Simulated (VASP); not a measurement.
# BaLa2NiO5 (P1) in VASP: single point with r2SCAN

Aim: the single point of BaLa2NiO5 with r2SCAN.

Program: VASP 6.6.1. These are calculated values, not measurements. Logs are shortened: lines on timing, memory, paths and dates and some standing lists are left out, and cuts for length are marked.

## 1. The cell of the first run

The typed cell holds 9 atoms: a = 6.005 Å, b = 3.840 Å, c = 6.947 Å, α = 73.57°, β = 66.17°, γ = 90.04°.

## 2. Single point, r2SCAN

Contents of POSCAR:

```
BaLa2NiO5
1.0
   -0.0016660000      6.0042580000      0.0976880000
    3.8401280000     -0.0010710000     -0.0150750000
    1.9422300000      2.9057480000     -6.0040920000
Ba Ni La O
1 1 2 5
Direct
    0.0181660000      0.0366350000      0.9946590000
    0.4935670000      0.4981710000      0.9878730000
    0.6940410000      0.2010680000      0.5974600000
    0.2926850000      0.8190830000      0.4035360000
    0.1168390000      0.3725320000      0.2952320000
    0.5878970000      0.3375360000      0.2928420000
    0.8878710000      0.6278660000      0.7089510000
    0.3993290000      0.6241560000      0.7184930000
    0.5132000000      0.9934930000      0.0057780000
```

Contents of INCAR.step1:

```
PREC = Accurate
ENCUT = 520
ISMEAR = -5
SIGMA = 0.1
LREAL = False
LASPH = True
NELM = 100
LMAXMIX = 6
GGA = PE
ALGO = Normal
EDIFF = 1E-4
LWAVE = True
LCHARG = False
```

Contents of INCAR.step2:

```
PREC = Accurate
ENCUT = 520
EDIFF = 1E-7
ISMEAR = -1
SIGMA = 0.1
LREAL = False
LASPH = True
NELM = 100
ALGO = Normal
ISIF = 2
LWAVE = False
LCHARG = False
LMAXMIX = 6
METAGGA = R2SCAN
LMIXTAU = True
LORBIT = 10
ISTART = 1
```

Contents of KPOINTS:

```
Automatic mesh
0
Gamma
  4 5 3
  0 0.5 0.5
```

Potentials or basis: VASP PAW PBE potentials, release 64 (Ba_sv, Ni, La, O).

On the command line:

```bash
cat potpaw_PBE.64/Ba_sv/POTCAR potpaw_PBE.64/Ni/POTCAR potpaw_PBE.64/La/POTCAR potpaw_PBE.64/O/POTCAR > POTCAR
cp INCAR.step1 INCAR
mpirun -np 1 vasp_std > vasp.out
cp INCAR.step2 INCAR
mpirun -np 1 vasp_std > vasp.out
```

OUTCAR:

```text
PREC = Accurate
   ENCUT = 520
   EDIFF = 1E-7
   ISMEAR = -1
   LREAL = False
   LASPH = True
   NELM = 100
   ISIF = 2
   METAGGA = R2SCAN
   LORBIT = 10
   ISTART = 1

 ion  position               nearest neighbor table
   1  0.018  0.037  0.995-   8 2.83   7 2.90   5 2.98   9 3.01   9 3.01   5 3.03   6 3.06   8 3.10
                             7 3.17   6 3.27   2 3.34   2 3.52   2 3.63   4 3.73   2 3.79   3 3.80
   2  0.494  0.498  0.988-   9 1.91   9 1.95   8 2.10   7 2.31   6 2.33   5 2.33   3 3.04   3 3.05
                             4 3.08   4 3.24   1 3.34   1 3.52   1 3.63   1 3.79
   3  0.694  0.201  0.597-   6 2.37   8 2.46   7 2.47   9 2.47   5 2.49   8 2.55   7 2.56   2 3.04
                             2 3.05   4 3.68   1 3.80   1 3.89   1 4.08   1 4.17
   4  0.293  0.819  0.404-   6 2.39   9 2.42   7 2.43   5 2.44   8 2.44   5 2.45   6 2.62   2 3.08
                             2 3.24   3 3.68   1 3.73   1 4.02   1 4.05   1 4.09
   5  0.117  0.373  0.295-   2 2.33   4 2.44   4 2.45   3 2.49   1 2.98   1 3.03
   6  0.588  0.338  0.293-   2 2.33   3 2.37   4 2.39   4 2.62   1 3.06   1 3.27
   7  0.888  0.628  0.709-   2 2.31   4 2.43   3 2.47   3 2.56   1 2.90   1 3.17
   8  0.399  0.624  0.718-   2 2.10   4 2.44   3 2.46   3 2.55   1 2.83   1 3.10
   9  0.513  0.993  0.006-   2 1.91   2 1.95   4 2.42   3 2.47   1 3.01   1 3.01

  LATTYP: Found a triclinic cell.
 ALAT       =     6.9224228521
 B/A-ratio  =     0.8674784809
 C/A-ratio  =     0.5547418615
 COS(alpha) =     0.0006201493
 COS(beta)  =     0.2708854160
 COS(gamma) =     0.4058598707

  Lattice vectors:

 A1 = (   1.8978980000,  -2.9068190000,   5.9890170000)
 A2 = (   0.0016660000,  -6.0042580000,  -0.0976880000)
 A3 = (   3.8401280000,  -0.0010710000,  -0.0150750000)

Analysis of symmetry for initial positions (statically):
=====================================================================
 Subroutine PRICEL returns:
 Original cell was already a primitive cell.

 Routine SETGRP: Setting up the symmetry group for a
 triclinic supercell.

 Subroutine GETGRP returns: Found  1 space group operations
 (whereof  1 operations were pure point group operations)
 out of a pool of  2 trial point group operations.

The static configuration has the point symmetry C_1 .

Analysis of symmetry for dynamics (positions and initial velocities):
=====================================================================
 Subroutine PRICEL returns:
 Original cell was already a primitive cell.

 Routine SETGRP: Setting up the symmetry group for a
 triclinic supercell.

 Subroutine GETGRP returns: Found  1 space group operations
 (whereof  1 operations were pure point group operations)
 out of a pool of  2 trial point group operations.

The dynamic configuration has the point symmetry C_1 .

 Subroutine INISYM returns: Found  1 space group operations
 (whereof  1 operations are pure point group operations),
 and found     1 'primitive' translations

----------------------------------------------------------------------------------------

                                     Primitive cell

  volume of cell :     139.3514

  direct lattice vectors                    reciprocal lattice vectors
    -0.001666000  6.004258000  0.097688000     0.000360488  0.165245541  0.080089054
     3.840128000 -0.001071000 -0.015075000     0.260736282 -0.001289759  0.083719922
     1.942230000  2.905748000 -6.004092000    -0.000648788  0.002691822 -0.165460213

  length of vectors
     6.005052860  3.840157739  6.947283610     0.183631357  0.273850502  0.165483379

  position of ions in fractional coordinates (direct lattice)
     0.018166000  0.036635000  0.994659000
     0.493567000  0.498171000  0.987873000
     0.694041000  0.201068000  0.597460000
     0.292685000  0.819083000  0.403536000
     0.116839000  0.372532000  0.295232000
     0.587897000  0.337536000  0.292842000
     0.887871000  0.627866000  0.708951000
[... 28 lines left out ...]
    -0.000216263  0.000897274 -0.055153404     0.000000000 -0.000000000  0.333333333

  Length of vectors
     0.045907839  0.054770100  0.055161126

  Shift w.r.t. Gamma in fractional coordinates (k-lattice)
     0.000000000  0.500000000  0.500000000

 Subroutine IBZKPT returns following result:
 ===========================================

 Found     31 irreducible k-points:

 Following reciprocal coordinates:
            Coordinates               Weight
  0.000000  0.100000  0.166667      2.000000
  0.250000  0.100000  0.166667      2.000000
  0.500000  0.100000  0.166667      2.000000
 -0.250000  0.100000  0.166667      2.000000
 -0.000000  0.300000  0.166667      2.000000
  0.250000  0.300000  0.166667      2.000000
[... 16 lines left out ...]
  0.500000  0.100000  0.500000      2.000000
 -0.250000  0.100000  0.500000      2.000000
 [... further k-points ...]
   k-points           NKPTS =     31   k-points in BZ     NKDIM =     31   number of bands    NBANDS=     43
   number of dos      NEDOS =    301   number of ions     NIONS =      9
   total plane-waves  NPLWV =  77760
   dimension x,y,z NGX =    48 NGY =   30 NGZ =   54
   dimension x,y,z NGXF=    96 NGYF=   60 NGZF=  108
   ions per type =               1   1   2   5
   NGX,Y,Z   is equivalent  to a cutoff of  13.29, 12.99, 12.92 a.u.
   NGXF,Y,Z  is equivalent  to a cutoff of  26.58, 25.97, 25.84 a.u.
 SYSTEM =  unknown system
   PREC   = accura    normal or accurate (medium, high low for compatibility)
   ISTART =      1    job   : 0-new  1-cont  2-samecut
   ICHARG =      0    charge: 1-file 2-atom 10-const
   ISPIN  =      1    spin polarized calculation?
   LNONCOLLINEAR =      F non collinear calculations
   LSORBIT =      F    spin-orbit coupling
   LASPH  =      T    aspherical Exc in radial PAW
   ENCUT  =  520.0 eV  38.22 Ry    6.18 a.u.  11.17  7.14 12.92*2*pi/ulx,y,z
   NELM   =    100;   NELMIN=  2; NELMDL=  0     # of ELM steps
   EDIFF  = 0.1E-06   stopping-criterion for ELM
   LREAL  =      F    real-space projection
   EDIFFG = 0.1E-05   stopping-criterion for IOM
   NSW    =      0    number of steps for IOM
   IBRION =     -1    ionic relax: 0-MD 1-quasi-New 2-CG
   NFREE  =      0    steps in history (QN), initial steepest desc. (CG)
   ISIF   =      2    stress and relaxation
   ISYM   =      2    0-nonsym 1-usesym 2-fastsym
   POTIM  = 0.5000    time-step for ionic-motion
   TEBEG  =    0.0;   TEEND  =   0.0 temperature during run
   PSTRESS=    0.0 pullay stress
   NELECT =      72.0000    total number of electrons
   NUPDOWN=      -1.0000    fix difference up-down
   EMIN   =  10.00;   EMAX   =-10.00  energy-range for DOS
   EFERMI =   0.00;   METHOD = LEGACY
   ISMEAR =    -1;   SIGMA  =   0.10  broadening in eV -4-tet -1-fermi 0-gaus
   EFERMI_NEDOS =   21; number of points for ismear=-14 and -15
   IALGO  =     38    algorithm
   IMIX   =      4    mixing-type and parameters
     AMIX     =   0.40;   BMIX     =  1.00
     AMIX_MAG =   1.60;   BMIX_MAG =  1.00
  volume/ion in A,a.u.               =      15.48       104.49
  Fermi-wavevector in a.u.,A,eV,Ry     =   1.313657  2.482451 23.479488  1.725694
  Thomas-Fermi vector in A             =   2.443964
   LORBIT       =     10    0 simple, 1 ext, 2 COOP (PROOUT), +10 PAW based schemes
   METAGGA = R2SCAN    functional components
   LHFCALC =     F    Hartree Fock is set to
   AEXX    =    0.0000 exact exchange contribution
   IVDW    =     0    specifies the selected vdW correction
   LEPSILON=     F    determine dielectric tensor
   LRPA    =     F    only Hartree local field effects (RPA)
 non-spin polarized calculation
  energy-cutoff  :      520.00
  volume of cell :      139.35
 maximum number of plane-waves:      3774
 NGX is ok and might be reduce to    48

 number of electron      72.0000005 magnetization

 Free energy of the ion-electron system (eV)
  ---------------------------------------------------
  ext. energy  EPLUGINS =         0.00000000
  ---------------------------------------------------
  free energy    TOTEN  =      -153.06499989 eV

  energy without entropy =     -152.91327323  energy(sigma->0) =     -152.98913656

 E-fermi :   6.7432     XC(G=0): -11.2603

 val. band max:        6.7420142843   @ k =   0.5000  -0.1000   0.1667
 cond. band min:       6.7508528227   @ k =   0.5000   0.1000   0.5000
 fundamental gap:      0.0088385384
 Fermi energy:         6.7432230493

 k-point     1 :       0.0000    0.1000    0.1667
  band No.  band energies     occupation
      1     -25.8783      2.00000
      2     -25.5625      2.00000
      3     -22.0543      2.00000
      4     -13.3511      2.00000
      5     -13.2088      2.00000
      6     -12.8238      2.00000
[... 1093 lines left out ...]
     42      10.6715      0.00000
     43      10.7604      0.00000

 [... further k-points ...]

------------------------ aborting loop because EDIFF is reached ----------------------------------------

  FORCE on cell =-STRESS in cart. coord.  units (eV):
  Direction    XX          YY          ZZ          XY          YZ          ZX
  --------------------------------------------------------------------------------------
  -------------------------------------------------------------------------------------
  Total       -0.6076211      1.6784806     -1.3160125      0.7733963     -0.0980368      0.3924905
  in kB       -6.9860545     19.2981406    -15.1307045      8.8920362     -1.1271675      4.5126149
  external PRESSURE =      -0.9395395 kB  Pullay stress =       0.0000000 kB

 VOLUME and BASIS-vectors are now :
 -----------------------------------------------------------------------------
  energy-cutoff  :      520.00
  volume of cell :      139.35
      direct lattice vectors                 reciprocal lattice vectors
    -0.001666000  6.004258000  0.097688000     0.000360488  0.165245541  0.080089054
     3.840128000 -0.001071000 -0.015075000     0.260736282 -0.001289759  0.083719922
     1.942230000  2.905748000 -6.004092000    -0.000648788  0.002691822 -0.165460213

 POSITION                                       TOTAL-FORCE (eV/Angst)
 -----------------------------------------------------------------------------------
      2.07251      2.99926     -5.97080        -0.035708     -0.694991     -0.204758
      3.83089      5.83348     -5.89057         0.431943      0.635894     -0.546324
      1.93138      5.90305     -3.52244        -0.121834      0.911310      0.017388
      3.92866      2.92905     -2.40662        -0.625429      0.090541      0.181675
      2.00378      1.55900     -1.76680        -0.238862     -0.813903      0.225728
      1.86397      4.38045     -1.70591         0.327391      0.407367      0.164116
      3.78655      7.39037     -4.17934         0.299942     -0.020500     -0.032880
      3.79165      4.48477     -4.28430         0.231843     -0.045069     -0.355036
      3.82551      3.09711      0.00046        -0.269286     -0.470648      0.550090
 -----------------------------------------------------------------------------------
    total drift:                                0.001425      0.004927     -0.011135

  FREE ENERGIE OF THE ION-ELECTRON SYSTEM (eV)
  ---------------------------------------------------
  free  energy   TOTEN  =      -153.0649998875 eV

  energy  without entropy=     -152.9132732269  energy(sigma->0) =     -152.98913656

 total charge

# of ion       s       p       d       f       tot
--------------------------------------------------
    1        2.010   5.630   0.230   0.000   7.869
    2        0.332   0.423   8.330   0.000   9.086
    3        1.997   5.729   0.647   0.236   8.609
    4        1.999   5.733   0.658   0.247   8.636
    5        1.568   3.435   0.000   0.000   5.003
    6        1.570   3.428   0.000   0.000   4.998
    7        1.568   3.426   0.000   0.000   4.993
    8        1.566   3.446   0.000   0.000   5.013
    9        1.565   3.484   0.000   0.000   5.049
--------------------------------------------------
tot         14.174  34.734   9.864   0.483  59.256
```

Run time: 34 min. Hardware: 1 thread of AMD EPYC 7R43 (Zen 3), shared host; peak memory 0.38 GiB.

What came out:

```
Free energy                                           : -153.0650 eV
Pressure                                              : -0.1 GPa
Largest force                                         : 0.943 eV/Å
Band gap on the k mesh                                : zero (bands 36 and 37 overlap by 0.15 eV)
Valence electrons inside the program's atomic spheres : Ba 7.87; Ni 9.09; La 8.61, 8.64; O 5.00, 4.99, 5.01, 5.05 (each value once)
```

Forces on the atoms (eV/Å):
```
Ba  -0.036 -0.695 -0.205
Ni   0.432  0.636 -0.546
La  -0.122  0.911  0.017
La  -0.625  0.091  0.182
O   -0.239 -0.814  0.226
O    0.327  0.407  0.164
O    0.300 -0.021 -0.033
O    0.232 -0.045 -0.355
O   -0.269 -0.471  0.550
```

Caveat: the PAW data sets were made with another functional, which shifts forces and pressure a little; spin-orbit coupling is left out, which moves the levels of the heavy elements; the run has no spin polarisation, though such a crystal can be magnetic; semilocal functionals often make such compounds metallic where correlation or magnetic order opens a gap, which also shifts bond lengths.
